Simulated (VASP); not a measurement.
# ZnS in VASP: a series of runs

ZnS is run at these levels: PBE; tasks: single point.

All numbers are computed with VASP 6.6.1; they aren't measurements. Logs are shortened: lines on timing, memory, paths and dates and some standing lists are left out, and cuts for length are marked.

### 1 The cell of the first run

The structure is tetragonal, space group I-4m2 (No. 119). The conventional cell has a = 3.940 Å, b = 3.940 Å, c = 5.490 Å, α = 90.00°, β = 90.00°, γ = 90.00°. Zn (site symmetry -4m2) has 4 S at 2.40 Å within 3.2 Å. S (site symmetry -4m2) has 4 Zn at 2.40 Å within 3.2 Å.

### 2 Single point, PBE (strain +0.030 along x and y, +0.015 along z)

File INCAR:

```
PREC = Accurate ; ENCUT = 520
EDIFF = 1E-6 ; ISMEAR = 0
SIGMA = 0.05 ; LREAL = False
LASPH = True ; NELM = 60
ALGO = Normal ; ISIF = 2
LWAVE = False ; LCHARG = False
GGA = PE ; NBANDS = 16
```

File KPOINTS:

```
Automatic mesh
0
Gamma
  10 10 10
```

File POSCAR:

```
ZnS
1.0
    0.0000000000      2.7857895000      2.7452197500
    2.7857895000      0.0000000000      2.7452197500
    2.7857895000      2.7857895000      0.0000000000
Zn S
1 1
Direct
    0.0000000000      0.0000000000      0.0000000000
    0.7500000000      0.7500000000      0.7500000000
```

Potentials or basis: VASP PAW PBE potentials, release 64 (Zn, S).

On the command line:

```console
$ cat potpaw_PBE.64/Zn/POTCAR potpaw_PBE.64/S/POTCAR > POTCAR
$ mpirun -np 1 vasp_std > vasp.out
```

OUTCAR:

```text
PREC = Accurate
   ENCUT = 520
   EDIFF = 1E-6
   ISMEAR = 0
   LREAL = False
   LASPH = True
   NELM = 60
   ISIF = 2
   GGA = PE

 ion  position               nearest neighbor table
   1  0.000  0.000  0.000-   2 2.40   2 2.40   2 2.40   2 2.40
   2  0.750  0.750  0.750-   1 2.40   1 2.40   1 2.40   1 2.40

  LATTYP: Found a body centered tetragonal cell.
 ALAT       =     3.9397012928
 C/A-ratio  =     1.3936182192

  Lattice vectors:

 A1 = (   0.0000000000,  -2.7857895000,  -2.7452197500)
 A2 = (   0.0000000000,   2.7857895000,  -2.7452197500)
 A3 = (   2.7857895000,   0.0000000000,   2.7452197500)

Analysis of symmetry for initial positions (statically):
=====================================================================
 Subroutine PRICEL returns:
 Original cell was already a primitive cell.

 Routine SETGRP: Setting up the symmetry group for a
 body centered tetragonal supercell.

 Subroutine GETGRP returns: Found  8 space group operations
 (whereof  8 operations were pure point group operations)
 out of a pool of 16 trial point group operations.

The static configuration has the point symmetry D_2d.

Analysis of symmetry for dynamics (positions and initial velocities):
=====================================================================
 Subroutine PRICEL returns:
 Original cell was already a primitive cell.

 Routine SETGRP: Setting up the symmetry group for a
 body centered tetragonal supercell.

 Subroutine GETGRP returns: Found  8 space group operations
 (whereof  8 operations were pure point group operations)
 out of a pool of 16 trial point group operations.

The dynamic configuration has the point symmetry D_2d.

 Subroutine INISYM returns: Found  8 space group operations
 (whereof  8 operations are pure point group operations),
 and found     1 'primitive' translations

----------------------------------------------------------------------------------------

                                     Primitive cell

  volume of cell :      42.6092

  direct lattice vectors                    reciprocal lattice vectors
     0.000000000  2.785789500  2.745219750    -0.179482333  0.179482333  0.182134782
     2.785789500  0.000000000  2.745219750     0.179482333 -0.179482333  0.182134782
     2.785789500  2.785789500  0.000000000     0.179482333  0.179482333 -0.182134782

  length of vectors
     3.911119356  3.911119356  3.939701293     0.312411419  0.312411419  0.312411419

[... 68 lines left out ...]
   NGX,Y,Z   is equivalent  to a cutoff of  12.75, 12.75, 12.66 a.u.
   NGXF,Y,Z  is equivalent  to a cutoff of  25.50, 25.50, 25.32 a.u.
 SYSTEM =  unknown system
   PREC   = accura    normal or accurate (medium, high low for compatibility)
   ISTART =      0    job   : 0-new  1-cont  2-samecut
   ICHARG =      2    charge: 1-file 2-atom 10-const
   ISPIN  =      1    spin polarized calculation?
   LNONCOLLINEAR =      F non collinear calculations
   LSORBIT =      F    spin-orbit coupling
   LASPH  =      T    aspherical Exc in radial PAW
   ENCUT  =  520.0 eV  38.22 Ry    6.18 a.u.   7.27  7.27  7.33*2*pi/ulx,y,z
   NELM   =     60;   NELMIN=  2; NELMDL= -5     # of ELM steps
   EDIFF  = 0.1E-05   stopping-criterion for ELM
   LREAL  =      F    real-space projection
[... 7 lines left out ...]
   TEBEG  =    0.0;   TEEND  =   0.0 temperature during run
   PSTRESS=    0.0 pullay stress
   NELECT =      18.0000    total number of electrons
   NUPDOWN=      -1.0000    fix difference up-down
   EMIN   =  10.00;   EMAX   =-10.00  energy-range for DOS
   EFERMI =   0.00;   METHOD = LEGACY
   ISMEAR =     0;   SIGMA  =   0.05  broadening in eV -4-tet -1-fermi 0-gaus
   EFERMI_NEDOS =   21; number of points for ismear=-14 and -15
   IALGO  =     38    algorithm
   IMIX   =      4    mixing-type and parameters
     AMIX     =   0.40;   BMIX     =  1.00
     AMIX_MAG =   1.60;   BMIX_MAG =  1.00
  volume/ion in A,a.u.               =      21.30       143.77
  Fermi-wavevector in a.u.,A,eV,Ry     =   1.228375  2.321293 20.529913  1.508906
  Thomas-Fermi vector in A             =   2.363303
   LORBIT       =      0    0 simple, 1 ext, 2 COOP (PROOUT), +10 PAW based schemes
   GGA     = PE    functional components
   LHFCALC =     F    Hartree Fock is set to
   AEXX    =    0.0000 exact exchange contribution
   IVDW    =     0    specifies the selected vdW correction
   LEPSILON=     F    determine dielectric tensor
   LRPA    =     F    only Hartree local field effects (RPA)
 non-spin polarized calculation
 Gauss-broadening in eV      SIGMA  =   0.05
  energy-cutoff  :      520.00
  volume of cell :       42.61
 maximum number of plane-waves:      1163
 NGX is ok and might be reduce to    30
   NGX = 15   NGY = 15   NGZ = 15

 number of electron      17.9999987 magnetization

 Free energy of the ion-electron system (eV)
  ---------------------------------------------------
  ext. energy  EPLUGINS =         0.00000000
  ---------------------------------------------------
  free energy    TOTEN  =        -6.82870757 eV

  energy without entropy =       -6.82870757  energy(sigma->0) =       -6.82870757

 E-fermi :   1.6557     XC(G=0):  -9.2730

 val. band max:        1.4528143166   @ k =   0.0000   0.0000   0.0000
 cond. band min:       3.2049369989   @ k =   0.0000   0.0000   0.0000
 fundamental gap:      1.7521226824
 Fermi energy:         1.6556548142

 k-point     1 :       0.0000    0.0000    0.0000
  band No.  band energies     occupation
      1     -11.2125      2.00000
      2      -4.6465      2.00000
      3      -4.6465      2.00000
      4      -4.6387      2.00000
      5      -4.2339      2.00000
      6      -4.2315      2.00000
[... 433 lines left out ...]
      3      -4.4413      2.00000
      4      -4.4306      2.00000
      5      -4.1951      2.00000
      6      -4.1851      2.00000
[... 8 lines left out ...]
     15      14.6021      0.00000
     16      16.7682      0.00000

 [... further k-points ...]
[... 5 lines left out ...]
  --------------------------------------------------------------------------------------
  -------------------------------------------------------------------------------------
  Total       -0.9267301     -0.9267301     -0.7670849      0.0000000      0.0000000      0.0000000
  in kB      -34.8465771    -34.8465771    -28.8436557      0.0000000      0.0000000      0.0000000
  external PRESSURE =     -32.8456033 kB  Pullay stress =       0.0000000 kB

 VOLUME and BASIS-vectors are now :
 -----------------------------------------------------------------------------
  energy-cutoff  :      520.00
  volume of cell :       42.61
      direct lattice vectors                 reciprocal lattice vectors
     0.000000000  2.785789500  2.745219750    -0.179482333  0.179482333  0.182134782
     2.785789500  0.000000000  2.745219750     0.179482333 -0.179482333  0.182134782
     2.785789500  2.785789500  0.000000000     0.179482333  0.179482333 -0.182134782

 POSITION                                       TOTAL-FORCE (eV/Angst)
 -----------------------------------------------------------------------------------
      0.00000      0.00000      0.00000         0.000000      0.000000      0.000000
      4.17868      4.17868      4.11783        -0.000000     -0.000000     -0.000000
 -----------------------------------------------------------------------------------
    total drift:                               -0.000000     -0.000000      0.000001

  FREE ENERGIE OF THE ION-ELECTRON SYSTEM (eV)
  ---------------------------------------------------
  free  energy   TOTEN  =        -6.8287075684 eV

  energy  without entropy=       -6.8287075684  energy(sigma->0) =       -6.82870757
```

Run time: 55 s. Hardware: 1 thread of Intel Xeon Platinum 8375C at 2.90GHz (Ice Lake), shared host; peak memory 0.21 GiB.

What came out:

* Free energy: -6.8287 eV
* Pressure: -3.3 GPa
* Band gap on the k mesh: 1.75 eV, direct

Caveat: the cell differs from its parent crystal (strain +0.030 along x and y, +0.015 along z).

### 3 Single point, PBE (strain -0.030 along x and y, -0.030 along z)

File INCAR:

```
SYSTEM = ZnS
PREC = Accurate ; ENCUT = 520
EDIFF = 1E-6 ; ISMEAR = 0
SIGMA = 0.05 ; LREAL = .FALSE.
LASPH = .TRUE. ; NELM = 80
ALGO = Normal ; ISIF = 2
LWAVE = .FALSE. ; LCHARG = .FALSE.
GGA = PE ; NBANDS = 16
```

File KPOINTS:

```
regular mesh
0
G
  10 10 10
  0 0 0
```

File POSCAR:

```
ZnS
1.0
    0.0000000000      2.6235105000      2.6235105000
    2.6235105000      0.0000000000      2.6235105000
    2.6235105000      2.6235105000      0.0000000000
Zn S
1 1
Direct
    0.0000000000      0.0000000000      0.0000000000
    0.7500000000      0.7500000000      0.7500000000
```

Potentials or basis: VASP PAW PBE potentials, release 64 (Zn, S).

On the command line:

```console
$ cat potpaw_PBE.64/Zn/POTCAR potpaw_PBE.64/S/POTCAR > POTCAR
$ mpirun -np 1 vasp_std > vasp.out
```

Run time: 35 s. Hardware: 1 thread of Intel Xeon 8259CL, shared host; peak memory 0.17 GiB.

Results (log left out):

* Free energy: -6.7305 eV
* Pressure: 10.0 GPa
* Band gap on the k mesh: 2.51 eV, direct

Levels at points of the mesh, in eV from the valence-band top:
```csv
k point,band 5,band 6,band 7,band 8,band 9,band 10,band 11,band 12,band 13,band 14
"(0.00, 0.00, 0.00)",-6.13,-6.13,0.00,0.00,0.00,2.51,6.32,6.32,6.32,11.86
"(0.50, 0.00, 0.00)",-6.09,-5.97,-5.83,-1.00,-1.00,3.48,6.86,6.86,9.19,12.60
"(0.50, 0.50, 0.00)",-6.03,-5.88,-4.91,-2.56,-2.56,3.19,4.04,11.64,12.57,12.57
```

Caveat: the cell differs from its parent crystal (strain -0.030 along x and y, -0.030 along z).

### 4 Single point, PBE (strain +0.015 along x and y, +0.015 along z)

File INCAR:

```
PREC = Accurate
ENCUT = 520
EDIFF = 1E-6
ISMEAR = 0
SIGMA = 0.05
LREAL = F
LASPH = T
NELM = 100
ALGO = Normal
ISIF = 2
LWAVE = F
LCHARG = F
GGA = PE
NBANDS = 16
```

File KPOINTS:

```
Automatic mesh
0
Gamma
  10 10 10
```

File POSCAR:

```
ZnS
1.0
    0.0000000000      2.7452197500      2.7452197500
    2.7452197500      0.0000000000      2.7452197500
    2.7452197500      2.7452197500      0.0000000000
Zn S
1 1
Direct
    0.0000000000      0.0000000000      0.0000000000
    0.7500000000      0.7500000000      0.7500000000
```

On the command line:

```console
$ cat potpaw_PBE.64/Zn/POTCAR potpaw_PBE.64/S/POTCAR > POTCAR
$ mpirun -np 1 vasp_std > vasp.out
```

Run time: 50 s. Hardware: 1 thread of Intel Xeon 8259CL, shared host; peak memory 0.18 GiB.

It converged, with:

- Free energy: -6.8480 eV
- Pressure: -1.6 GPa
- Band gap on the k mesh: 1.91 eV, direct

Levels at points of the mesh, in eV from the valence-band top:
| k point | band 5 | band 6 | band 7 | band 8 | band 9 | band 10 | band 11 | band 12 | band 13 | band 14 |
| --- | --- | --- | --- | --- | --- | --- | --- | --- | --- | --- |
| (0.00, 0.00, 0.00) | -5.72 | -5.72 | 0.00 | 0.00 | 0.00 | 1.91 | 6.42 | 6.42 | 6.42 | 11.61 |
| (0.50, 0.00, 0.00) | -5.69 | -5.53 | -4.98 | -0.80 | -0.80 | 3.21 | 6.95 | 6.95 | 8.69 | 11.96 |
| (0.50, 0.50, 0.00) | -5.65 | -5.52 | -4.37 | -2.05 | -2.05 | 3.51 | 4.07 | 10.65 | 11.65 | 11.65 |

Caveat: the cell differs from its parent crystal (strain +0.015 along x and y, +0.015 along z).

### 5 Single point, PBE (strain +0.030 along x and y, +0.030 along z)

File INCAR:

```
SYSTEM = ZnS
ALGO     = Normal         ! electronic algorithm
EDIFF    = 1E-6           ! SCF threshold, eV
ENCUT    = 520            ! plane-wave cutoff, eV
GGA      = PE             ! functional
ISIF     = 2              ! what is computed and relaxed
ISMEAR   = 0              ! smearing method
LASPH    = .TRUE.         ! aspherical terms in the spheres
LCHARG   = .FALSE.        ! write CHGCAR
LREAL    = .FALSE.        ! projectors in reciprocal space
LWAVE    = .FALSE.        ! write WAVECAR
NBANDS   = 16             ! bands
NELM     = 100            ! most SCF steps
PREC     = Accurate       ! precision mode
SIGMA    = 0.05           ! smearing width, eV
```

File KPOINTS:

```
k-points
0
G
  10 10 10
  0 0 0
```

File POSCAR:

```
ZnS
1.0
    0.0000000000      2.7857895000      2.7857895000
    2.7857895000      0.0000000000      2.7857895000
    2.7857895000      2.7857895000      0.0000000000
Zn S
1 1
Direct
    0.0000000000      0.0000000000      0.0000000000
    0.7500000000      0.7500000000      0.7500000000
```

On the command line:

```console
$ cat potpaw_PBE.64/Zn/POTCAR potpaw_PBE.64/S/POTCAR > POTCAR
$ mpirun -np 1 vasp_std > vasp.out
```

It took 57 s on 1 thread of Intel Xeon 8259CL, shared host; peak memory 0.18 GiB.

It converged, with:

| Quantity | Value |
| --- | --- |
| Free energy | -6.8152 eV |
| Pressure | -4.0 GPa |
| Band gap on the k mesh | 1.72 eV, direct |

Levels at points of the mesh, in eV from the valence-band top:
```csv
k point,band 7,band 8,band 9,band 10,band 11,band 12
"(0.00, 0.00, 0.00)",0.00,0.00,0.00,1.72,6.44,6.44
"(0.50, 0.00, 0.00)",-4.72,-0.74,-0.74,3.12,6.96,6.96
"(0.50, 0.50, 0.00)",-4.21,-1.91,-1.91,3.60,4.04,10.37
```

Caveat: the cell differs from its parent crystal (strain +0.030 along x and y, +0.030 along z).

[end of part 1 of 2]
